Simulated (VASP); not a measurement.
# Be5Te2 (R-3m) in VASP: a series of runs

The runs below take Be5Te2 through relaxation of cell and atoms, single point, with PBE.

Everything below comes from runs of VASP 6.6.1. Logs are shortened: lines on timing, memory, paths and dates and some standing lists are left out, and cuts for length are marked.

**1. The cell of the first run**

Symmetry: R-3m, No. 166, trigonal system. The conventional cell has a = 3.900 Å, b = 3.900 Å, c = 23.000 Å, α = 90.00°, β = 90.00°, γ = 120.00°. Within 3.0 Å of Be (site symmetry 3m) lie 3 Be at 2.25 Å and 6 Te at 2.83 to 2.84 Å. Be (site symmetry -3m) has 6 Be at 2.30 Å within 3.0 Å. Within 3.0 Å of Be (site symmetry 3m) lie 6 Be at 2.30 to 2.42 Å and 4 Te at 2.55 to 2.80 Å. Within 3.4 Å of Te (site symmetry 3m) lie 13 Be at 2.55 to 3.08 Å.

**2. Relaxation of cell and atoms, PBE**

File INCAR:

```
PREC = Accurate ; ENCUT = 600
EDIFF = 1E-6 ; ISMEAR = 0
SIGMA = 0.2 ; LREAL = F
LASPH = T ; NELM = 80
ALGO = Normal ; ISIF = 3
LWAVE = F ; LCHARG = F
GGA = PE ; IBRION = 2
NSW = 36 ; EDIFFG = -0.08
```

File KPOINTS:

```
Automatic mesh
0
Gamma
  5 5 5
```

File POSCAR:

```
Be5Te2
1.0
    1.9500000000      1.1258330200      7.6666666700
   -1.9500000000      1.1258330200      7.6666666700
    0.0000000000     -2.2516660500      7.6666666700
Be Te
5 2
Direct
    0.3330000000      0.3330000000      0.3330000000
    0.6670000000      0.6670000000      0.6670000000
    0.5000000000      0.5000000000      0.5000000000
    0.8140000000      0.8140000000      0.8140000000
    0.1860000000      0.1860000000      0.1860000000
    0.0750000000      0.0750000000      0.0750000000
    0.9250000000      0.9250000000      0.9250000000
```

Potentials or basis: VASP PAW PBE potentials, release 64 (Be, Te).

Run with:

```sh
$ cat potpaw_PBE.64/Be/POTCAR potpaw_PBE.64/Te/POTCAR > POTCAR
$ mpirun -np 1 vasp_std > vasp.out
```

OUTCAR:

```text
PREC = Accurate
   ENCUT = 600
   EDIFF = 1E-6
   ISMEAR = 0
   LREAL = F
   LASPH = T
   NELM = 80
   ISIF = 3
   GGA = PE
   IBRION = 2
   NSW = 36
   EDIFFG = -0.08

 ion  position               nearest neighbor table
   1  0.333  0.333  0.333-   2 2.25   2 2.25   2 2.25   7 2.83   7 2.83   7 2.83   6 2.84   6 2.84
                             6 2.84
   2  0.667  0.667  0.667-   1 2.25   1 2.25   1 2.25   6 2.83   6 2.83   6 2.83   7 2.84   7 2.84
                             7 2.84
   3  0.500  0.500  0.500-   5 2.30   4 2.30   5 2.30   5 2.30   4 2.30   4 2.30
   4  0.814  0.814  0.814-   3 2.30   3 2.30   3 2.30   7 2.55   6 2.80   6 2.80   6 2.80
   5  0.186  0.186  0.186-   3 2.30   3 2.30   3 2.30   6 2.55   7 2.80   7 2.80   7 2.80
   6  0.075  0.075  0.075-   5 2.55   4 2.80   4 2.80   4 2.80   2 2.83   2 2.83   2 2.83   1 2.84
                             1 2.84   1 2.84   7 3.45
   7  0.925  0.925  0.925-   4 2.55   5 2.80   5 2.80   5 2.80   1 2.83   1 2.83   1 2.83   2 2.84
                             2 2.84   2 2.84   6 3.45

  LATTYP: Found a trigonal (rhomboedric) cell.
 ALAT       =     7.9904804497
 COS(alpha) =     0.8808885721

  Lattice vectors:

 A1 = (   1.9500000000,   1.1258330200,   7.6666666700)
 A2 = (  -1.9500000000,   1.1258330200,   7.6666666700)
 A3 = (   0.0000000000,  -2.2516660500,   7.6666666700)

Analysis of symmetry for initial positions (statically):
=====================================================================
 Subroutine PRICEL returns:
 Original cell was already a primitive cell.

 Routine SETGRP: Setting up the symmetry group for a
 trigonal (rhombohedral) supercell.

 Subroutine GETGRP returns: Found 12 space group operations
 (whereof 12 operations were pure point group operations)
 out of a pool of 12 trial point group operations.

The static configuration has the point symmetry D_3d.

Analysis of symmetry for dynamics (positions and initial velocities):
=====================================================================
 Subroutine PRICEL returns:
 Original cell was already a primitive cell.

 Routine SETGRP: Setting up the symmetry group for a
 trigonal (rhombohedral) supercell.

 Subroutine GETGRP returns: Found 12 space group operations
 (whereof 12 operations were pure point group operations)
 out of a pool of 12 trial point group operations.

The dynamic configuration has the point symmetry D_3d.

 Subroutine INISYM returns: Found 12 space group operations
 (whereof 12 operations are pure point group operations),
 and found     1 'primitive' translations

----------------------------------------------------------------------------------------

                                     Primitive cell

  volume of cell :     100.9872
[... 133 lines left out ...]

 number of electron      22.0000000 magnetization

 Free energy of the ion-electron system (eV)
  ---------------------------------------------------
  ext. energy  EPLUGINS =         0.00000000
  ---------------------------------------------------
  free energy    TOTEN  =       -20.89373475 eV

  energy without entropy =      -20.83827555  energy(sigma->0) =      -20.86600515

------------------------ aborting loop because EDIFF is reached ----------------------------------------

  FORCE on cell =-STRESS in cart. coord.  units (eV):
  Direction    XX          YY          ZZ          XY          YZ          ZX
  --------------------------------------------------------------------------------------
  -------------------------------------------------------------------------------------
  Total       -1.6565922     -1.6565922      5.9133175      0.0000000     -0.0000000      0.0000000
  in kB      -26.2820824    -26.2820823     93.8156633      0.0000000     -0.0000000      0.0000000
  external PRESSURE =      13.7504995 kB  Pullay stress =       0.0000000 kB
[... 104 lines left out ...]
  FREE ENERGIE OF THE ION-ELECTRON SYSTEM (eV)
  ---------------------------------------------------
  free  energy   TOTEN  =       -21.5676486450 eV

  energy  without entropy=      -21.5235951685  energy(sigma->0) =      -21.54562191

 E-fermi :   7.1716     XC(G=0): -10.0662

 val. band max:        7.1667985862   @ k =   0.4000   0.0000   0.0000
 cond. band min:       7.3067650164   @ k =   0.0000   0.0000   0.0000
 fundamental gap:      0.1399664302
 Fermi energy:         7.1715887248

 k-point     1 :       0.0000    0.0000    0.0000
  band No.  band energies     occupation
      1      -6.7266      2.00000
      2      -5.6768      2.00000
      3      -1.3593      2.00000
      4       2.3936      2.00000
      5       2.7019      2.00000
      6       6.3743      2.00000
      7       6.3743      2.00000
      8       7.3068      0.33915
      9       7.3068      0.33915
     10       7.6864      0.00027
     11       7.6864      0.00027
     12       9.1176      0.00000
     13       9.2198      0.00000
     14       9.2198      0.00000
[... 311 lines left out ...]
      2      -5.3176      2.00000
      3       0.0583      2.00000
      4       0.3667      2.00000
      5       3.1373      2.00000
      6       4.4336      2.00000
      7       4.8020      2.00000
      8       6.1664      2.00000
      9       6.4440      2.00000
     10       6.4720      2.00000
     11       7.0357      1.66334
     12       7.4686      0.03574
     13       8.4346      0.00000
     14       9.4179      0.00000
     15      10.1492      0.00000

[... ionic steps 4 to 29 ...]

--------------------------------------- Ionic step       30  -------------------------------------------

 number of electron      22.0000001 magnetization

------------------------ aborting loop because EDIFF is reached ----------------------------------------
[... 77 lines left out ...]
--------------------------------------- Ionic step       32  -------------------------------------------

 number of electron      21.9999999 magnetization

 Free energy of the ion-electron system (eV)
  ---------------------------------------------------
  ext. energy  EPLUGINS =         0.00000000
  ---------------------------------------------------
  free energy    TOTEN  =       -23.10429109 eV

  energy without entropy =      -23.05132382  energy(sigma->0) =      -23.07780746

 E-fermi :   5.2828     XC(G=0):  -9.1725

 val. band max:        5.2503108453   @ k =  -0.2000   0.4000   0.2000
 cond. band min:       5.3262646666   @ k =   0.4000   0.0000   0.0000
 fundamental gap:      0.0759538213
 Fermi energy:         5.2827780495

 k-point     1 :       0.0000    0.0000    0.0000
  band No.  band energies     occupation
      1      -7.8024      2.00000
      2      -7.4549      2.00000
      3      -2.0298      2.00000
      4       0.9447      2.00000
      5       1.0775      2.00000
      6       3.7647      2.00000
      7       3.7647      2.00000
      8       3.9481      2.00000
      9       3.9481      2.00000
     10       7.1935      0.00000
     11       7.1935      0.00000
     12       7.1943      0.00000
     13       7.2492      0.00000
     14       7.4386      0.00000
[... 357 lines left out ...]
  FREE ENERGIE OF THE ION-ELECTRON SYSTEM (eV)
  ---------------------------------------------------
  free  energy   TOTEN  =       -23.1042910931 eV

  energy  without entropy=      -23.0513238205  energy(sigma->0) =      -23.07780746

 reached required accuracy - stopping structural energy minimisation
```

CONTCAR:

```text
Be5Te2
   1.00000000000000
     1.9288636061740485    1.1136299165658186    9.6490953617734760
    -1.9288636061740485    1.1136299165658186    9.6490953617734760
    -0.0000000000000000   -2.2272598457113402    9.6490953621576701
  Be              Te
     5     2
Direct
     0.2916266723654573    0.2916266723654573    0.2916266723653319
     0.7083733276345429    0.7083733276345429    0.7083733276346680
     0.5000000000000000    0.5000000000000000    0.5000000000000000
     0.8410043689953846    0.8410043689953846    0.8410043689979739
     0.1589956310046153    0.1589956310046153    0.1589956310020260
     0.0683381441611986    0.0683381441611986    0.0683381441597017
     0.9316618558388012    0.9316618558388012    0.9316618558402984

  0.00000000E+00  0.00000000E+00  0.00000000E+00
  0.00000000E+00  0.00000000E+00  0.00000000E+00
  0.00000000E+00  0.00000000E+00  0.00000000E+00
  0.00000000E+00  0.00000000E+00  0.00000000E+00
  0.00000000E+00  0.00000000E+00  0.00000000E+00
  0.00000000E+00  0.00000000E+00  0.00000000E+00
  0.00000000E+00  0.00000000E+00  0.00000000E+00
```

It took 33 min on 1 thread of Intel Xeon Platinum 8488C (Sapphire Rapids), shared host; peak memory 0.6 GiB.

What came out:

```
Free energy                            : -23.1043 eV
Relaxed volume                         : 17.77 Å³/atom
Relaxed cell                           : a = 9.903 Å, b = 9.903 Å, c = 9.903 Å, α = 22.46°, β = 22.46°, γ = 22.46°
Space group after relaxing (to 0.05 Å) : R-3m (No. 166)
Energy gained by relaxing              : 315.8 meV/atom
Ionic steps                            : 32
Pressure after relaxing                : 0.0 GPa
Largest force after relaxing           : 0.066 eV/Å
Band gap on the k mesh                 : zero (band 11 reaches 7.19 eV, above the bottom of band 12 at 4.99 eV)
```

Forces in eV/Å, atoms in the order of the input:
```
Be   0.000  0.000  0.026
Be   0.000  0.000 -0.026
Be   0.000  0.000  0.000
Be   0.000  0.000 -0.003
Be   0.000  0.000  0.003
Te   0.000  0.000  0.066
Te   0.000  0.000 -0.066
```

Step by step:
```tsv
step	energy change (eV)	largest force (eV/Å)	pressure (GPa)	volume (Å³)
1	0.0000	0.6603	1.38	100.99
2	-0.3179	0.7414	0.42	102.72
3	-0.6739	0.6930	-0.90	106.97
4	-0.6773	0.7061	-0.92	106.55
5	-0.7670	0.6432	0.57	105.08
6	-0.8562	0.4721	4.49	101.82
7	-0.8926	0.4571	4.27	102.31
8	-0.9938	0.4352	3.62	103.79
9	-1.1487	0.4173	2.20	106.78
10	-1.0581	0.9507	-0.14	112.93
11	-1.1951	0.4872	1.37	108.63
12	-1.1986	0.5080	1.07	109.34
13	-1.2242	0.5419	0.38	110.25
14	-1.2690	0.6279	-1.52	113.03
15	-1.2931	0.6610	-1.42	112.80
16	-1.3690	0.7423	-1.14	112.13
17	-1.5270	0.8135	-0.46	110.79
18	-1.7577	0.5350	1.87	108.15
19	-1.2923	0.7888	11.34	102.97
20	-1.7776	0.4951	2.94	107.31
21	-1.8154	0.5355	2.78	108.19
22	-1.8834	0.6407	2.52	110.87
23	-1.8773	0.7948	2.60	116.36
24	-1.8965	0.7336	2.56	113.86
25	-1.9702	0.6996	0.91	117.23
26	-2.0298	0.6043	-1.82	123.93
27	-2.0934	0.5153	-1.45	124.54
28	-2.1757	0.2850	-0.63	125.88
29	-2.1820	0.1928	-0.32	126.36
30	-2.1958	0.1439	-0.28	125.87
31	-2.2091	0.1027	-0.12	124.76
32	-2.2106	0.0664	0.04	124.36
```

Final structure:
```
CELL_PARAMETERS angstrom
1.92886 1.11363 9.64910
-1.92886 1.11363 9.64910
0.00000 -2.22726 9.64910
ATOMIC_POSITIONS crystal
Be 0.29163 0.29163 0.29163
Be 0.70837 0.70837 0.70837
Be 0.50000 0.50000 0.50000
Be 0.84100 0.84100 0.84100
Be 0.15900 0.15900 0.15900
Te 0.06834 0.06834 0.06834
Te 0.93166 0.93166 0.93166
```

Caveat: the k points lie up to 0.38 Å⁻¹ apart in the final cell; the volume moved by over 15 % at a fixed basis, so the end points are rough; spin-orbit coupling is left out, which moves the levels of the heavy elements; the relaxation stopped at a loose force limit of 0.08 eV/Å, so its end isn't a converged minimum.

**3. Single point, PBE**

This run uses another cell than the first one, of 16.27 Å³/atom, 1.128 times its volume.

File INCAR:

```
SYSTEM = Be5Te2
PREC = Accurate ; ENCUT = 520
EDIFF = 1E-7 ; ISMEAR = 0
SIGMA = 0.2 ; LREAL = .False.
LASPH = .True. ; NELM = 80
ALGO = Normal ; ISIF = 2
LWAVE = .False. ; LCHARG = .False.
GGA = PE ; NBANDS = 20
```

File KPOINTS:

```
regular mesh
0
Gamma
  4 4 4
  0 0 0
```

File POSCAR:

```
Be5Te2
1.0
    2.0492301130      1.1831235574      7.8288160928
   -2.0492301130      1.1831235574      7.8288160928
    0.0000000000     -2.3662471147      7.8288160928
Be Te
5 2
Direct
    0.0000000000      0.0000000000      0.5000000000
    0.5000000000      0.0000000000      0.0000000000
    0.0000000000      0.5000000000      0.0000000000
    0.4531300089      0.4531300089      0.4531300089
    0.5468699911      0.5468699911      0.5468699911
    0.7296677726      0.7296677726      0.7296677726
    0.2703322274      0.2703322274      0.2703322274
```

Potentials or basis: VASP PAW PBE potentials, release 64 (Be, Te).

Run with:

```sh
$ cat potpaw_PBE.64/Be/POTCAR potpaw_PBE.64/Te/POTCAR > POTCAR
$ mpirun -np 1 vasp_std > vasp.out
```

Run time: 2.5 min. Hardware: 1 thread of AMD EPYC 7R43 (Zen 3), shared host; peak memory 0.49 GiB.

Results (log left out):

| Item | Value |
| --- | --- |
| Free energy | -23.8337 eV |
| Pressure | 0.1 GPa |
| Largest force | 0.023 eV/Å |
| Band gap on the k mesh | zero (band 11 reaches 6.01 eV, above the bottom of band 12 at 5.54 eV) |

Forces in eV/Å, atoms in the order of the input:
```
Be   0.000  0.000  0.000
Be   0.000  0.000  0.000
Be   0.000  0.000  0.000
Be   0.000  0.000 -0.023
Be   0.000  0.000  0.023
Te   0.000  0.000  0.018
Te   0.000  0.000 -0.018
```

Stress tensor (GPa, compression positive):
```
0.03 0.00 0.00
0.00 0.03 0.00
0.00 0.00 0.27
```

Levels at points of the mesh, in eV from the Fermi level:
| k point | band 7 | band 8 | band 9 | band 10 | band 11 | band 12 | band 13 | band 14 | band 15 | band 16 |
| --- | --- | --- | --- | --- | --- | --- | --- | --- | --- | --- |
| (0.00, 0.00, 0.00) | -2.29 | -2.26 | -1.28 | -1.28 | -0.04 | -0.04 | 2.37 | 2.87 | 3.34 | 3.34 |
| (0.50, 0.00, 0.00) | -3.51 | -3.07 | -2.53 | -1.47 | 0.29 | 0.79 | 1.42 | 2.39 | 2.60 | 3.60 |
| (0.50, 0.50, 0.00) | -3.67 | -3.60 | -2.09 | -2.07 | -1.49 | 0.00 | 2.46 | 2.63 | 4.05 | 4.74 |
| (0.50, 0.50, 0.50) | -2.31 | -0.97 | -0.97 | -0.31 | -0.31 | -0.17 | 1.99 | 2.56 | 3.22 | 3.22 |

Caveat: the k points lie up to 0.45 Å⁻¹ apart; spin-orbit coupling is left out, which moves the levels of the heavy elements.

**4. Single point, PBE**

This run uses another cell than the first one, of 17.43 Å³/atom, 1.208 times its volume.

File INCAR:

```
  PREC = Accurate
  ENCUT = 520
  EDIFF = 1E-6
  ISMEAR = 0
  SIGMA = 0.2
  LREAL = False
  LASPH = True
  NELM = 80
  ALGO = Normal
  ISIF = 2
  LWAVE = False
  LCHARG = True
  GGA = PE
  LELF = True
  LVHAR = True
  NBANDS = 20
```

File KPOINTS:

```
Automatic mesh
0
Gamma
  5 5 5
```

File POSCAR:

```
Be5Te2
1.0
    1.9218703510      1.1095923624      9.5349532555
   -1.9218703510      1.1095923624      9.5349532555
    0.0000000000     -2.2191847311      9.5349532547
Be Te
5 2
Direct
    0.2935002350      0.2935002350      0.2935002350
    0.7064997650      0.7064997650      0.7064997650
    0.5000000000      0.5000000000      0.5000000000
    0.8412414071      0.8412414071      0.8412414071
    0.1587585929      0.1587585929      0.1587585929
    0.0682914454      0.0682914454      0.0682914454
    0.9317085546      0.9317085546      0.9317085546
```

Run with:

```sh
$ cat potpaw_PBE.64/Be/POTCAR potpaw_PBE.64/Te/POTCAR > POTCAR
$ mpirun -np 1 vasp_std > vasp.out
```

Wall time 7.7 min (1 thread of AMD EPYC 7R43 (Zen 3), shared host); peak memory 0.87 GiB.

Results (log left out):

| Item | Value |
| --- | --- |
| Free energy | -23.1029 eV |
| Pressure | 0.4 GPa |
| Largest force | 0.012 eV/Å |
| Band gap on the k mesh | zero (band 11 reaches 7.34 eV, above the bottom of band 12 at 5.07 eV) |

Forces in eV/Å, atoms in the order of the input:
```
Be   0.000  0.000  0.010
Be   0.000  0.000 -0.010
Be   0.000  0.000  0.000
Be   0.000  0.000 -0.012
Be   0.000  0.000  0.012
Te   0.000  0.000  0.010
Te   0.000  0.000 -0.010
```

Stress tensor (GPa, compression positive):
```
0.24 0.00 0.00
0.00 0.24 0.00
0.00 0.00 0.67
```

Levels at points of the mesh, in eV from the Fermi level:
```tsv
k point	band 9	band 10	band 11	band 12	band 13	band 14
(0.00, 0.00, 0.00)	-1.19	1.93	1.93	1.95	2.13	2.18
```

Caveat: the k points lie up to 0.38 Å⁻¹ apart; spin-orbit coupling is left out, which moves the levels of the heavy elements.

**5. Single point, PBE**

This run uses another cell than the first one, of 16.09 Å³/atom, 1.116 times its volume.

File INCAR:

```
SYSTEM = Be5Te2
ALGO = Fast
EDIFF = 1E-6
ENCUT = 520
GGA = PE
ISIF = 2
ISMEAR = 0
LASPH = .TRUE.
LCHARG = .FALSE.
LREAL = .FALSE.
LWAVE = .FALSE.
NBANDS = 20
NELM = 60
PREC = Accurate
SIGMA = 0.2
```

File KPOINTS:

```
k-points
0
G
  6 6 6
  0 0 0
```

File POSCAR:

```
Be5Te2
1.0
   -2.0532926039      3.5564071128      0.0000000000
   -4.1065852078      0.0000000000      0.0000000000
   -2.0532926039      1.1854690376      7.7134322014
Be Te
5 2
Direct
    0.5000000000      1.0000000000      0.5000000000
    0.0000000000      0.5000000000      0.5000000000
    0.0000000000      1.0000000000      0.5000000000
    0.5465216386      0.5465216386      0.3604350843
    0.4534783614      0.4534783614      0.6395649157
    0.2709195583      0.2709195583      0.1872413251
    0.7290804417      0.7290804417      0.8127586749
```

Run with:

```sh
$ cat potpaw_PBE.64/Be/POTCAR potpaw_PBE.64/Te/POTCAR > POTCAR
$ mpirun -np 1 vasp_std > vasp.out
```

It took 93 s on 1 thread of AMD EPYC 7R43 (Zen 3), shared host; peak memory 0.23 GiB.

Results (log left out):

```
Free energy            : -23.9098 eV
Pressure               : 0.0 GPa
Largest force          : 0.077 eV/Å
Band gap on the k mesh : zero (band 11 reaches 6.29 eV, above the bottom of band 12 at 5.53 eV)
```

Forces on the atoms (eV/Å):
```
Be   0.000  0.000  0.000
Be   0.000  0.000  0.000
Be   0.000  0.000  0.000
Be   0.000  0.000  0.035
Be   0.000  0.000 -0.035
Te   0.000  0.000  0.077
Te   0.000  0.000 -0.077
```

Stress tensor (GPa, compression positive):
```
 0.14  0.00  0.00
 0.00  0.14  0.00
 0.00  0.00 -0.27
```

Levels at points of the mesh, in eV from the Fermi level:
```csv
k point,band 7,band 8,band 9,band 10,band 11,band 12,band 13,band 14,band 15,band 16
"(0.00, 0.00, 0.00)",-2.17,-2.15,-1.30,-1.30,0.01,0.01,2.46,2.92,3.46,3.46
"(0.50, 0.00, 0.00)",-3.45,-2.94,-2.53,-1.29,0.47,0.91,1.50,2.49,2.77,3.68
"(0.50, 0.50, 0.00)",-3.63,-3.53,-2.01,-1.96,-1.41,0.03,2.57,2.67,4.38,4.96
"(0.00, 0.00, 0.50)",-2.16,-0.94,-0.94,-0.30,-0.30,-0.05,2.02,2.77,3.33,3.33
```

Caveat: spin-orbit coupling is left out, which moves the levels of the heavy elements; this functional lacks dispersion, which binds the layers, so the pressure and a relaxed spacing across them are unreliable.

**6. Overview**

```csv
task,cell,k mesh,cutoff (eV),gap on the mesh (eV),pressure (GPa),largest force (eV/Å)
relaxation of cell and atoms,"relaxed from a = 7.990 Å, angles 28.3°, 7 atoms",5 × 5 × 5,600,none,0.0,0.07
single point,"a = 8.179 Å, angles 29.0°, 7 atoms",4 × 4 × 4,520,none,0.1,0.02
single point,"a = 9.790 Å, angles 22.6°, 7 atoms",5 × 5 × 5,520,none,0.4,0.01
single point,"a = 4.107, b = 4.107, c = 8.070 Å, angles 75.3, 75.3, 60.0°, 7 atoms",6 × 6 × 6,520,none,0.0,0.08
```

Alike in all rows: level PBE; potentials or basis VASP PAW PBE potentials, release 64 (Be, Te); no spin polarisation; smearing gaussian 0.2 eV.

Caveats: some runs use coarse meshes; spin-orbit coupling is left out, which moves the levels of the heavy elements; the volume moved by over 15 % at a fixed basis, so the end points are rough (some runs); the relaxation stopped at a loose force limit of 0.08 eV/Å, so its end isn't a converged minimum (some runs); this functional lacks dispersion, which binds the layers, so the pressure and a relaxed spacing across them are unreliable (some runs).

Total energies depend on the potentials used, so only differences within one code and one set of settings carry meaning.
